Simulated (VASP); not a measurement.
# Na (P6_3/mmc) in VASP: a series of runs

Na is run at these levels: LDA; tasks: single point.

All numbers are computed with VASP 6.6.1; they aren't measurements. Logs are shortened: lines on timing, memory, paths and dates and some standing lists are left out, and cuts for length are marked.

## (1) The cell of the first run

Symmetry: P6_3/mmc, No. 194, hexagonal system. The conventional cell has a = 3.505 Å, b = 3.505 Å, c = 5.727 Å, α = 90.00°, β = 90.00°, γ = 120.00°. Within 4.6 Å of Na (site symmetry -6m2) lie 12 Na at 3.51 Å.

## (2) Single point, LDA

Contents of INCAR:

```
PREC = Accurate
ENCUT = 520
EDIFF = 1E-6
ISMEAR = -1
SIGMA = 0.1
LREAL = F
LASPH = T
NELM = 100
ALGO = Normal
ISIF = 2
LWAVE = F
LCHARG = F
NBANDS = 14
```

Contents of KPOINTS:

```
Automatic mesh
0
Gamma
  14 14 8
```

Contents of POSCAR:

```
Na
1.0
    3.5052999433      0.0000000000      0.0000000000
   -1.7526499716      3.0356787987      0.0000000000
    0.0000000000      0.0000000000      5.7271697680
Na
2
Direct
    0.3333333333      0.6666666667      0.2500000000
    0.6666666667      0.3333333333      0.7500000000
```

Potentials or basis: VASP PAW LDA potentials, release 64 (Na_pv).

Command:

```sh
$ cat potpaw_LDA.64/Na_pv/POTCAR > POTCAR
$ mpirun -np 1 vasp_std > vasp.out
```

OUTCAR:

```text
PREC = Accurate
   ENCUT = 520
   EDIFF = 1E-6
   ISMEAR = -1
   LREAL = F
   LASPH = T
   NELM = 100
   ISIF = 2

 ion  position               nearest neighbor table
   1  0.333  0.667  0.250-
   2  0.667  0.333  0.750-

  LATTYP: Found a hexagonal cell.
 ALAT       =     3.5052999433
 C/A-ratio  =     1.6338601149

  Lattice vectors:

 A1 = (   3.5052999433,   0.0000000000,   0.0000000000)
 A2 = (  -1.7526499716,   3.0356787987,   0.0000000000)
 A3 = (   0.0000000000,   0.0000000000,   5.7271697680)

Analysis of symmetry for initial positions (statically):
=====================================================================
 Subroutine PRICEL returns:
 Original cell was already a primitive cell.

 Routine SETGRP: Setting up the symmetry group for a
 hexagonal supercell.

 Subroutine GETGRP returns: Found 24 space group operations
 (whereof 12 operations were pure point group operations)
 out of a pool of 24 trial point group operations.

The static configuration has the point symmetry D_3d.
 The point group associated with its full space group is D_6h.

Analysis of symmetry for dynamics (positions and initial velocities):
=====================================================================
 Subroutine PRICEL returns:
 Original cell was already a primitive cell.

 Routine SETGRP: Setting up the symmetry group for a
 hexagonal supercell.

 Subroutine GETGRP returns: Found 24 space group operations
 (whereof 12 operations were pure point group operations)
 out of a pool of 24 trial point group operations.

The dynamic configuration has the point symmetry D_3d.
 The point group associated with its full space group is D_6h.

 Subroutine INISYM returns: Found 24 space group operations
 (whereof 12 operations are pure point group operations),
 and found     1 'primitive' translations

----------------------------------------------------------------------------------------

                                     Primitive cell

  volume of cell :      60.9426

  direct lattice vectors                    reciprocal lattice vectors
     3.505299943  0.000000000  0.000000000     0.285282291  0.164707808  0.000000000
    -1.752649972  3.035678799  0.000000000     0.000000000  0.329415616  0.000000000
     0.000000000  0.000000000  5.727169768     0.000000000  0.000000000  0.174606314

  length of vectors
     3.505299943  3.505299943  5.727169768     0.329415616  0.329415616  0.174606314

  position of ions in fractional coordinates (direct lattice)
     0.333333333  0.666666667  0.250000000
     0.666666667  0.333333333  0.750000000

  ion indices of the primitive-cell ions
   primitive index   ion index
                 1           1
                 2           2

----------------------------------------------------------------------------------------

 KPOINTS: Automatic mesh

Automatic generation of k-mesh.
 Grid dimensions read from file:
 generate k-points for:   14   14    8

 Generating k-lattice:

  Cartesian coordinates                     Fractional coordinates (reciprocal lattice)
     0.020377307  0.011764843  0.000000000     0.071428571  0.000000000  0.000000000
     0.000000000  0.023529687  0.000000000     0.000000000  0.071428571  0.000000000
     0.000000000  0.000000000  0.021825789     0.000000000  0.000000000  0.125000000

  Length of vectors
     0.023529687  0.023529687  0.021825789

  Shift w.r.t. Gamma in fractional coordinates (k-lattice)
     0.000000000  0.000000000  0.000000000

 Subroutine IBZKPT returns following result:
 ===========================================

 Found    120 irreducible k-points:

 Following reciprocal coordinates:
            Coordinates               Weight
  0.000000  0.000000  0.000000      1.000000
  0.071429  0.000000  0.000000      6.000000
  0.142857 -0.000000  0.000000      6.000000
  0.214286 -0.000000  0.000000      6.000000
  0.285714 -0.000000  0.000000      6.000000
  0.357143  0.000000  0.000000      6.000000
[... 16 lines left out ...]
  0.285714  0.285714  0.000000      6.000000
  0.357143  0.285714  0.000000      6.000000
 [... further k-points ...]
   k-points           NKPTS =    120   k-points in BZ     NKDIM =    120   number of bands    NBANDS=     14
   number of dos      NEDOS =    301   number of ions     NIONS =      2
   total plane-waves  NPLWV =  37632
   dimension x,y,z NGX =    28 NGY =   28 NGZ =   48
   dimension x,y,z NGXF=    56 NGYF=   56 NGZF=   96
   ions per type =               2
   NGX,Y,Z   is equivalent  to a cutoff of  13.28, 13.28, 13.93 a.u.
   NGXF,Y,Z  is equivalent  to a cutoff of  26.56, 26.56, 27.87 a.u.
 SYSTEM =  unknown system
   PREC   = accura    normal or accurate (medium, high low for compatibility)
   ISTART =      0    job   : 0-new  1-cont  2-samecut
   ICHARG =      2    charge: 1-file 2-atom 10-const
   ISPIN  =      1    spin polarized calculation?
   LNONCOLLINEAR =      F non collinear calculations
   LSORBIT =      F    spin-orbit coupling
   LASPH  =      T    aspherical Exc in radial PAW
   ENCUT  =  520.0 eV  38.22 Ry    6.18 a.u.   6.52  6.52 10.65*2*pi/ulx,y,z
   NELM   =    100;   NELMIN=  2; NELMDL= -5     # of ELM steps
   EDIFF  = 0.1E-05   stopping-criterion for ELM
   LREAL  =      F    real-space projection
   EDIFFG = 0.1E-04   stopping-criterion for IOM
   NSW    =      0    number of steps for IOM
   IBRION =     -1    ionic relax: 0-MD 1-quasi-New 2-CG
   NFREE  =      0    steps in history (QN), initial steepest desc. (CG)
   ISIF   =      2    stress and relaxation
   ISYM   =      2    0-nonsym 1-usesym 2-fastsym
   POTIM  = 0.5000    time-step for ionic-motion
   TEBEG  =    0.0;   TEEND  =   0.0 temperature during run
   PSTRESS=    0.0 pullay stress
   NELECT =      14.0000    total number of electrons
   NUPDOWN=      -1.0000    fix difference up-down
   EMIN   =  10.00;   EMAX   =-10.00  energy-range for DOS
   EFERMI =   0.00;   METHOD = LEGACY
   ISMEAR =    -1;   SIGMA  =   0.10  broadening in eV -4-tet -1-fermi 0-gaus
   EFERMI_NEDOS =   21; number of points for ismear=-14 and -15
   IALGO  =     38    algorithm
   IMIX   =      4    mixing-type and parameters
     AMIX     =   0.40;   BMIX     =  1.00
     AMIX_MAG =   1.60;   BMIX_MAG =  1.00
  volume/ion in A,a.u.               =      30.47       205.63
  Fermi-wavevector in a.u.,A,eV,Ry     =   1.002637  1.894710 13.677684  1.005281
  Thomas-Fermi vector in A             =   2.135137
   LORBIT       =      0    0 simple, 1 ext, 2 COOP (PROOUT), +10 PAW based schemes
   GGA     = CA    functional components
   LHFCALC =     F    Hartree Fock is set to
   AEXX    =    0.0000 exact exchange contribution
   IVDW    =     0    specifies the selected vdW correction
   LEPSILON=     F    determine dielectric tensor
   LRPA    =     F    only Hartree local field effects (RPA)
 non-spin polarized calculation
  energy-cutoff  :      520.00
  volume of cell :       60.94
 maximum number of plane-waves:      1675
 NGX is ok and might be reduce to    28
   NGX = 13   NGY = 13   NGZ = 21

 number of electron      13.9999995 magnetization

 Free energy of the ion-electron system (eV)
  ---------------------------------------------------
  ext. energy  EPLUGINS =         0.00000000
  ---------------------------------------------------
  free energy    TOTEN  =        -2.90879950 eV

  energy without entropy =       -2.88178149  energy(sigma->0) =       -2.89529050

 E-fermi :   0.7659     XC(G=0):  -7.3030

 val. band max:        0.7050473770   @ k =   0.2143   0.0714   0.2500
 cond. band min:       0.7665300222   @ k =   0.2857   0.2143   0.3750
 fundamental gap:      0.0614826452
 Fermi energy:         0.7658638886

 k-point     1 :       0.0000    0.0000    0.0000
  band No.  band energies     occupation
      1     -24.1108      2.00000
      2     -24.0493      2.00000
      3     -24.0493      2.00000
      4     -24.0398      2.00000
      5     -24.0398      2.00000
      6     -24.0396      2.00000
      7      -2.9553      2.00000
      8       1.3647      0.00500
      9       1.8833      0.00003
     10      11.8450      0.00000
     11      11.8450      0.00000
     12      12.3921      0.00000
     13      12.4074      0.00000
     14      12.4074      0.00000

 k-point     2 :       0.0714    0.0000    0.0000
  band No.  band energies     occupation
      1     -24.1096      2.00000
      2     -24.0520      2.00000
      3     -24.0502      2.00000
      4     -24.0426      2.00000
      5     -24.0402      2.00000
      6     -24.0400      2.00000
      7      -2.8684      2.00000
      8       1.4385      0.00239
      9       1.9671      0.00001
     10      10.3547      0.00000
     11      11.2345      0.00000
     12      11.7452      0.00000
     13      13.0943      0.00000
     14      13.1669      0.00000

 k-point     3 :       0.1429   -0.0000    0.0000
  band No.  band energies     occupation
      1     -24.1062      2.00000
      2     -24.0594      2.00000
      3     -24.0525      2.00000
      4     -24.0502      2.00000
      5     -24.0415      2.00000
      6     -24.0413      2.00000
      7      -2.6087      2.00000
      8       1.6605      0.00026
      9       2.2153      0.00000
     10       8.5618      0.00000
     11      10.5261      0.00000
     12      10.7566      0.00000
     13      12.2861      0.00000
     14      13.2270      0.00000
[... 324 lines left out ...]
 k-point    23 :       0.2857    0.2857    0.0000
  band No.  band energies     occupation
      1     -24.0939      2.00000
      2     -24.0863      2.00000
      3     -24.0769      2.00000
      4     -24.0731      2.00000
      5     -24.0667      2.00000
      6     -24.0602      2.00000
      7       1.0228      0.14230
      8       3.1056      0.00000
      9       3.2296      0.00000
     10       4.9640      0.00000
     11       6.0481      0.00000
     12       7.0856      0.00000
     13       7.1175      0.00000
     14       8.2947      0.00000

 k-point    24 :       0.3571    0.2857    0.0000
  band No.  band energies     occupation
      1     -24.0937      2.00000
      2     -24.0829      2.00000
      3     -24.0816      2.00000
      4     -24.0696      2.00000
      5     -24.0693      2.00000
      6     -24.0636      2.00000
      7       1.9278      0.00002
      8       2.1505      0.00000
      9       3.1149      0.00000
     10       5.9225      0.00000
     11       5.9862      0.00000
     12       6.4255      0.00000
     13       7.0247      0.00000
     14       7.9807      0.00000

 [... further k-points ...]
[... 5 lines left out ...]
  --------------------------------------------------------------------------------------
  -------------------------------------------------------------------------------------
  Total        0.3791572      0.3791572      0.3810265      0.0000000      0.0000000      0.0000000
  in kB        9.9680174      9.9680174     10.0171622      0.0000000      0.0000000      0.0000000
  external PRESSURE =       9.9843990 kB  Pullay stress =       0.0000000 kB

 VOLUME and BASIS-vectors are now :
 -----------------------------------------------------------------------------
  energy-cutoff  :      520.00
  volume of cell :       60.94
      direct lattice vectors                 reciprocal lattice vectors
     3.505299943  0.000000000  0.000000000     0.285282291  0.164707808  0.000000000
    -1.752649972  3.035678799  0.000000000     0.000000000  0.329415616  0.000000000
     0.000000000  0.000000000  5.727169768     0.000000000  0.000000000  0.174606314

 POSITION                                       TOTAL-FORCE (eV/Angst)
 -----------------------------------------------------------------------------------
     -0.00000      2.02379      1.43179        -0.000000     -0.000000     -0.000000
      1.75265      1.01189      4.29538         0.000000      0.000000      0.000000
 -----------------------------------------------------------------------------------
    total drift:                               -0.000000      0.000000      0.000000

  FREE ENERGIE OF THE ION-ELECTRON SYSTEM (eV)
  ---------------------------------------------------
  free  energy   TOTEN  =        -2.9087995019 eV

  energy  without entropy=       -2.8817814889  energy(sigma->0) =       -2.89529050
```

Run time: 25 s. Hardware: 1 thread of Intel Xeon 6975P-C (Granite Rapids), shared host; peak memory 0.2 GiB.

Results:

| Quantity | Value |
| --- | --- |
| Free energy | -2.9088 eV |
| Pressure | 1.0 GPa |
| Band gap on the k mesh | zero (band 7 reaches 2.82 eV, above the bottom of band 8 at -1.77 eV) |

## (3) Single point, LDA

This run uses another cell than the first one, of 33.51 Å³/atom, 1.100 times its volume.

Contents of INCAR:

```
SYSTEM = Na
  PREC = Accurate
  ENCUT = 520
  EDIFF = 1E-7
  ISMEAR = -1
  SIGMA = 0.1
  LREAL = .FALSE.
  LASPH = .TRUE.
  NELM = 60
  ALGO = Normal
  ISIF = 2
  LWAVE = .FALSE.
  LCHARG = .TRUE.
  GGA = CA
  LELF = .TRUE.
  LVHAR = .TRUE.
  NBANDS = 14
```

Contents of KPOINTS:

```
Automatic mesh
0
G
  14 14 8
  0 0 0
```

Contents of POSCAR:

```
Na
1.0
    3.6185680295      0.0000000000      0.0000000000
   -1.8092840147      3.1337718389      0.0000000000
    0.0000000000      0.0000000000      5.9092932138
Na
2
Direct
    0.3333333333      0.6666666667      0.2500000000
    0.6666666667      0.3333333333      0.7500000000
```

Potentials or basis: VASP PAW LDA potentials, release 64 (Na_pv).

Command:

```sh
$ cat potpaw_LDA.64/Na_pv/POTCAR > POTCAR
$ mpirun -np 1 vasp_std > vasp.out
```

Wall time 31 s (1 thread of Intel Xeon 6975P-C (Granite Rapids), shared host); peak memory 0.2 GiB.

It converged, with:

```
Free energy            : -2.9257 eV
Pressure               : 0.0 GPa
Band gap on the k mesh : zero (band 7 reaches 2.42 eV, above the bottom of band 8 at -1.94 eV)
```

Levels at points of the mesh, in eV from the Fermi level:
```
           k point  band 5  band 6  band 7  band 8  band 9  band 10
(0.00, 0.00, 0.00)  -24.86  -24.86   -3.50    0.59    1.02    10.52
(0.50, 0.00, 0.00)  -24.87  -24.87    0.26    0.38    4.06     4.11
(0.00, 0.00, 0.50)  -24.86  -24.86   -2.39   -2.39    5.85     5.85
(0.50, 0.00, 0.50)  -24.87  -24.87    1.13    1.13    1.63     1.63
```
